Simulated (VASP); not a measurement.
# Sb (R-3m) in VASP: further runs

Sb is run at these levels: r2SCAN; tasks: single point.

All numbers are computed with VASP 6.6.1; they aren't measurements. Logs are shortened: lines on timing, memory, paths and dates and some standing lists are left out, and cuts for length are marked.

### Step 1. The cell of the first run

The structure is trigonal, space group R-3m (No. 166). The conventional cell has a = 4.129 Å, b = 4.129 Å, c = 11.467 Å, α = 90.00°, β = 90.00°, γ = 120.00°. Within 3.6 Å of Sb (site symmetry 3m) lie 6 Sb at 2.76 to 3.40 Å.

### Step 2. Single point, r2SCAN

Contents of POSCAR:

```
Sb
1.0
    2.0645170000      3.5758420000      0.0000000000
   -2.0645170000      3.5758420000      0.0000000000
    0.0000000000     -2.3838940000      3.8222960000
Sb
2
Direct
    0.2276400000      0.2276400000      0.6829200000
    0.7723600000      0.7723600000      0.3170800000
```

Contents of INCAR.step1:

```
  PREC = Accurate
  ENCUT = 520
  ISMEAR = -1
  SIGMA = 0.1
  LREAL = False
  LASPH = True
  NELM = 100
  NBANDS = 12
  GGA = PE
  ALGO = Normal
  EDIFF = 1E-4
  LWAVE = True
  LCHARG = False
```

Contents of INCAR.step2:

```
  PREC = Accurate
  ENCUT = 520
  EDIFF = 1E-7
  ISMEAR = -1
  SIGMA = 0.1
  LREAL = False
  LASPH = True
  NELM = 100
  ALGO = Normal
  ISIF = 2
  LWAVE = False
  LCHARG = True
  METAGGA = R2SCAN
  LMIXTAU = True
  LELF = True
  LVHAR = True
  NBANDS = 12
  ISTART = 1
```

Contents of KPOINTS:

```
regular mesh
0
Gamma
  5 5 5
```

Potentials or basis: VASP PAW PBE potentials, release 64 (Sb).

The run is started by

```console
$ cat potpaw_PBE.64/Sb/POTCAR > POTCAR
$ cp INCAR.step1 INCAR
$ mpirun -np 1 vasp_std > vasp.out
$ cp INCAR.step2 INCAR
$ mpirun -np 1 vasp_std > vasp.out
```

OUTCAR:

```text
PREC = Accurate
   ENCUT = 520
   EDIFF = 1E-7
   ISMEAR = -1
   LREAL = False
   LASPH = True
   NELM = 100
   ISIF = 2
   METAGGA = R2SCAN
   ISTART = 1

 ion  position               nearest neighbor table
   1  0.228  0.228  0.683-   2 2.76   2 2.76   2 2.76   2 3.40   2 3.40   2 3.40
   2  0.772  0.772  0.317-   1 2.76   1 2.76   1 2.76   1 3.40   1 3.40   1 3.40

  LATTYP: Found a trigonal (rhomboedric) cell.
 ALAT       =     4.5047660527
 COS(alpha) =     0.5799292528

  Lattice vectors:

 A1 = (   2.0645170000,   1.1919480000,   3.8222960000)
 A2 = (  -2.0645170000,   1.1919480000,   3.8222960000)
 A3 = (   0.0000000000,  -2.3838940000,   3.8222960000)

Analysis of symmetry for initial positions (statically):
=====================================================================
 Subroutine PRICEL returns:
 Original cell was already a primitive cell.

 Routine SETGRP: Setting up the symmetry group for a
 trigonal (rhombohedral) supercell.

 Subroutine GETGRP returns: Found 12 space group operations
 (whereof 12 operations were pure point group operations)
 out of a pool of 12 trial point group operations.

The static configuration has the point symmetry D_3d.

Analysis of symmetry for dynamics (positions and initial velocities):
=====================================================================
 Subroutine PRICEL returns:
 Original cell was already a primitive cell.

 Routine SETGRP: Setting up the symmetry group for a
 trigonal (rhombohedral) supercell.

 Subroutine GETGRP returns: Found 12 space group operations
 (whereof 12 operations were pure point group operations)
 out of a pool of 12 trial point group operations.

The dynamic configuration has the point symmetry D_3d.

 Subroutine INISYM returns: Found 12 space group operations
 (whereof 12 operations are pure point group operations),
 and found     1 'primitive' translations

----------------------------------------------------------------------------------------

                                     Primitive cell

  volume of cell :      56.4353

  direct lattice vectors                    reciprocal lattice vectors
     2.064517000  3.575842000  0.000000000     0.242187398  0.139827207  0.087207595
    -2.064517000  3.575842000  0.000000000    -0.242187398  0.139827207  0.087207595
     0.000000000 -2.383894000  3.822296000     0.000000000  0.000000000  0.261622857

  length of vectors
     4.129028512  4.129028512  4.504763847     0.292936082  0.292936082  0.261622857

  position of ions in fractional coordinates (direct lattice)
     0.227640000  0.227640000  0.682920000
     0.772360000  0.772360000  0.317080000

  ion indices of the primitive-cell ions
   primitive index   ion index
                 1           1
                 2           2

----------------------------------------------------------------------------------------

 KPOINTS: regular mesh

Automatic generation of k-mesh.
 Grid dimensions read from file:
 generate k-points for:    5    5    5

 Generating k-lattice:

  Cartesian coordinates                     Fractional coordinates (reciprocal lattice)
     0.048437480  0.027965441  0.017441519     0.200000000  0.000000000 -0.000000000
    -0.048437480  0.027965441  0.017441519     0.000000000  0.200000000 -0.000000000
     0.000000000  0.000000000  0.052324571     0.000000000  0.000000000  0.200000000

  Length of vectors
     0.058587216  0.058587216  0.052324571

  Shift w.r.t. Gamma in fractional coordinates (k-lattice)
     0.000000000  0.000000000  0.000000000

 Subroutine IBZKPT returns following result:
 ===========================================

 Found     19 irreducible k-points:

 Following reciprocal coordinates:
            Coordinates               Weight
  0.000000  0.000000  0.000000      1.000000
  0.200000  0.000000 -0.000000      6.000000
  0.400000  0.000000 -0.000000      6.000000
  0.200000  0.200000 -0.000000      6.000000
  0.400000  0.200000 -0.000000     12.000000
 -0.400000  0.200000  0.000000     12.000000
[... 11 lines left out ...]
  0.000000  0.000000  0.400000      2.000000
  0.200000  0.000000  0.400000      6.000000
   k-points           NKPTS =     19   k-points in BZ     NKDIM =     19   number of bands    NBANDS=     12
   number of dos      NEDOS =    301   number of ions     NIONS =      2
   total plane-waves  NPLWV =  36864
   dimension x,y,z NGX =    32 NGY =   32 NGZ =   36
   dimension x,y,z NGXF=    64 NGYF=   64 NGZF=   72
   ions per type =               2
   NGX,Y,Z   is equivalent  to a cutoff of  12.88, 12.88, 13.29 a.u.
   NGXF,Y,Z  is equivalent  to a cutoff of  25.77, 25.77, 26.57 a.u.
 SYSTEM =  unknown system
   PREC   = accura    normal or accurate (medium, high low for compatibility)
   ISTART =      1    job   : 0-new  1-cont  2-samecut
   ICHARG =      0    charge: 1-file 2-atom 10-const
   ISPIN  =      1    spin polarized calculation?
   LNONCOLLINEAR =      F non collinear calculations
   LSORBIT =      F    spin-orbit coupling
   LASPH  =      T    aspherical Exc in radial PAW
   ENCUT  =  520.0 eV  38.22 Ry    6.18 a.u.   7.68  7.68  8.38*2*pi/ulx,y,z
   NELM   =    100;   NELMIN=  2; NELMDL=  0     # of ELM steps
   EDIFF  = 0.1E-06   stopping-criterion for ELM
   LREAL  =      F    real-space projection
   EDIFFG = 0.1E-05   stopping-criterion for IOM
   NSW    =      0    number of steps for IOM
   IBRION =     -1    ionic relax: 0-MD 1-quasi-New 2-CG
   NFREE  =      0    steps in history (QN), initial steepest desc. (CG)
   ISIF   =      2    stress and relaxation
   ISYM   =      2    0-nonsym 1-usesym 2-fastsym
   POTIM  = 0.5000    time-step for ionic-motion
   TEBEG  =    0.0;   TEEND  =   0.0 temperature during run
   PSTRESS=    0.0 pullay stress
   NELECT =      10.0000    total number of electrons
   NUPDOWN=      -1.0000    fix difference up-down
   EMIN   =  10.00;   EMAX   =-10.00  energy-range for DOS
   EFERMI =   0.00;   METHOD = LEGACY
   ISMEAR =    -1;   SIGMA  =   0.10  broadening in eV -4-tet -1-fermi 0-gaus
   EFERMI_NEDOS =   21; number of points for ismear=-14 and -15
   IALGO  =     38    algorithm
   IMIX   =      4    mixing-type and parameters
     AMIX     =   0.40;   BMIX     =  1.00
     AMIX_MAG =   1.60;   BMIX_MAG =  1.00
  volume/ion in A,a.u.               =      28.22       190.42
  Fermi-wavevector in a.u.,A,eV,Ry     =   0.919513  1.737627 11.503778  0.845504
  Thomas-Fermi vector in A             =   2.044715
   LORBIT       =      0    0 simple, 1 ext, 2 COOP (PROOUT), +10 PAW based schemes
   METAGGA = R2SCAN    functional components
   LHFCALC =     F    Hartree Fock is set to
   AEXX    =    0.0000 exact exchange contribution
   IVDW    =     0    specifies the selected vdW correction
   LEPSILON=     F    determine dielectric tensor
   LRPA    =     F    only Hartree local field effects (RPA)
 non-spin polarized calculation
  energy-cutoff  :      520.00
  volume of cell :       56.44
 maximum number of plane-waves:      1557
   NGX = 15   NGY = 15   NGZ = 17

 number of electron      10.0000000 magnetization

 Free energy of the ion-electron system (eV)
  ---------------------------------------------------
  ext. energy  EPLUGINS =         0.00000000
  ---------------------------------------------------
  free energy    TOTEN  =       -51.16753581 eV

  energy without entropy =      -51.15387400  energy(sigma->0) =      -51.16070491

 E-fermi :   8.4244     XC(G=0): -10.2677

 val. band max:        8.3204008617   @ k =   0.2000   0.0000   0.2000
 cond. band min:       8.5547185263   @ k =   0.4000   0.0000  -0.0000
 fundamental gap:      0.2343176646
 Fermi energy:         8.4243515271

 k-point     1 :       0.0000    0.0000    0.0000
  band No.  band energies     occupation
      1      -5.9629      2.00000
      2       3.6946      2.00000
      3       5.5184      2.00000
      4       6.0858      2.00000
      5       6.0858      2.00000
      6       9.8060      0.00000
      7      10.8890      0.00000
      8      10.8890      0.00000
      9      13.9728      0.00000
     10      13.9728      0.00000
     11      14.4170      0.00000
     12      15.0627      0.00000

 k-point     2 :       0.2000    0.0000   -0.0000
  band No.  band energies     occupation
      1      -5.4517      2.00000
      2       1.6740      2.00000
      3       5.4595      2.00000
      4       5.8016      2.00000
      5       6.6597      2.00000
      6       9.7568      0.00000
      7      10.3043      0.00000
      8      10.3353      0.00000
      9      13.0837      0.00000
     10      13.6420      0.00000
     11      14.2314      0.00000
     12      17.8251      0.00000

 k-point     3 :       0.4000    0.0000   -0.0000
  band No.  band energies     occupation
      1      -3.9880      2.00000
      2      -1.2757      2.00000
      3       5.4124      2.00000
      4       5.4438      2.00000
      5       7.5505      1.99968
      6       8.5547      0.42710
      7       8.7596      0.06764
      8       9.3934      0.00012
      9      14.5568      0.00000
     10      16.4422      0.00000
     11      16.7951      0.00000
     12      17.8197      0.00000
[... 211 lines left out ...]
 k-point    18 :       0.0000    0.0000    0.4000
  band No.  band energies     occupation
      1      -4.8635      2.00000
      2      -0.7952      2.00000
      3       6.4087      2.00000
      4       6.4087      2.00000
      5       8.0836      1.93585
      6       8.8714      0.02264
      7       8.8714      0.02263
      8      10.2423      0.00000
      9      14.6341      0.00000
     10      16.1808      0.00000
     11      16.1808      0.00000
     12      19.1651      0.00000

 k-point    19 :       0.2000    0.0000    0.4000
  band No.  band energies     occupation
      1      -4.2550      2.00000
      2      -0.8928      2.00000
      3       3.4408      2.00000
      4       5.4690      2.00000
      5       7.0718      2.00000
      6      10.0707      0.00000
      7      10.5733      0.00000
      8      12.7045      0.00000
      9      14.3974      0.00000
     10      15.9144      0.00000
     11      16.0314      0.00000
     12      18.6008      0.00000

------------------------ aborting loop because EDIFF is reached ----------------------------------------

  FORCE on cell =-STRESS in cart. coord.  units (eV):
  Direction    XX          YY          ZZ          XY          YZ          ZX
  --------------------------------------------------------------------------------------
  -------------------------------------------------------------------------------------
  Total        4.2286687      4.2286538      2.6475542     -0.0000000      0.0000005      0.0000000
  in kB      120.0502729    120.0498474     75.1630426     -0.0000000      0.0000131      0.0000000
  external PRESSURE =     105.0877210 kB  Pullay stress =       0.0000000 kB

 VOLUME and BASIS-vectors are now :
 -----------------------------------------------------------------------------
  energy-cutoff  :      520.00
  volume of cell :       56.44
      direct lattice vectors                 reciprocal lattice vectors
     2.064517000  3.575842000  0.000000000     0.242187398  0.139827207  0.087207595
    -2.064517000  3.575842000  0.000000000    -0.242187398  0.139827207  0.087207595
     0.000000000 -2.383894000  3.822296000     0.000000000  0.000000000  0.261622857

 POSITION                                       TOTAL-FORCE (eV/Angst)
 -----------------------------------------------------------------------------------
      0.00000      0.00000      2.61032         0.000000      0.000000      1.311131
      0.00000      4.76779      1.21197         0.000000     -0.000000     -1.311131
 -----------------------------------------------------------------------------------
    total drift:                               -0.000000     -0.000000      0.000000

  FREE ENERGIE OF THE ION-ELECTRON SYSTEM (eV)
  ---------------------------------------------------
  free  energy   TOTEN  =       -51.1675358133 eV

  energy  without entropy=      -51.1538740015  energy(sigma->0) =      -51.16070491
```

It took 23 s on 1 thread of Intel Xeon 6975P-C (Granite Rapids), shared host; peak memory 0.19 GiB.

What came out:

```yaml
Free_energy: -51.1675 eV
Pressure: 10.5 GPa
Largest_force: 1.311 eV/Å
Band_gap_on_the_k_mesh: 0.23 eV, indirect (least direct gap 0.79 eV)
```

Forces in eV/Å, atoms in the order of the input:
```
Sb   0.000  0.000  1.311
Sb   0.000  0.000 -1.311
```

Stress tensor (GPa, compression positive):
```
12.01  0.00  0.00
 0.00 12.00  0.00
 0.00  0.00  7.52
```

Caveat: the PAW data sets were made with another functional, which shifts forces and pressure a little; spin-orbit coupling is left out, which moves the levels of the heavy elements. A k mesh can miss the band edges.

### Step 3. Single point, r2SCAN

POSCAR is that of step 2.

Contents of INCAR.step1:

```
SYSTEM = Sb
PREC = Accurate ; ENCUT = 520
ISMEAR = -5 ; SIGMA = 0.1
LREAL = .False. ; LASPH = .True.
NELM = 60 ; NBANDS = 12
GGA = PE ; ALGO = Normal
EDIFF = 1E-4 ; LWAVE = .True.
LCHARG = .False.
```

Contents of INCAR.step2:

```
SYSTEM = Sb
PREC = Accurate ; ENCUT = 520
EDIFF = 1E-6 ; ISMEAR = -5
SIGMA = 0.1 ; LREAL = .False.
LASPH = .True. ; NELM = 60
ALGO = Normal ; ISIF = 2
LWAVE = .False. ; LCHARG = .False.
METAGGA = R2SCAN ; LMIXTAU = .True.
NBANDS = 12 ; ISTART = 1
```

Contents of KPOINTS:

```
Automatic mesh
0
Gamma
  5 5 5
  0 0 0
```

Potentials or basis: VASP PAW PBE potentials, release 64 (Sb).

The run is started by

```console
$ cat potpaw_PBE.64/Sb/POTCAR > POTCAR
$ cp INCAR.step1 INCAR
$ mpirun -np 1 vasp_std > vasp.out
$ cp INCAR.step2 INCAR
$ mpirun -np 1 vasp_std > vasp.out
```

It took 19 s on 1 thread of Intel Xeon 6975P-C (Granite Rapids), shared host; peak memory 0.18 GiB.

The run converged. Its results:

* Free energy: -51.1616 eV
* Pressure: 10.5 GPa
* Largest force: 1.304 eV/Å
* Band gap on the k mesh: 0.23 eV, indirect (least direct gap 0.79 eV)

Forces in eV/Å, atoms in the order of the input:
```
Sb   0.000  0.000  1.304
Sb   0.000  0.000 -1.304
```

Stress tensor (GPa, compression positive):
```
12.17  0.00  0.00
 0.00 12.17  0.00
 0.00  0.00  7.17
```

Levels at points of the mesh, in eV from the valence-band top:
```csv
k point,band 3,band 4,band 5,band 6,band 7,band 8
"(0.00, 0.00, 0.00)",-2.80,-2.23,-2.23,1.49,2.57,2.57
```

Caveat: the PAW data sets were made with another functional, which shifts forces and pressure a little; spin-orbit coupling is left out, which moves the levels of the heavy elements.

(Part 1 of 2 ends here.)
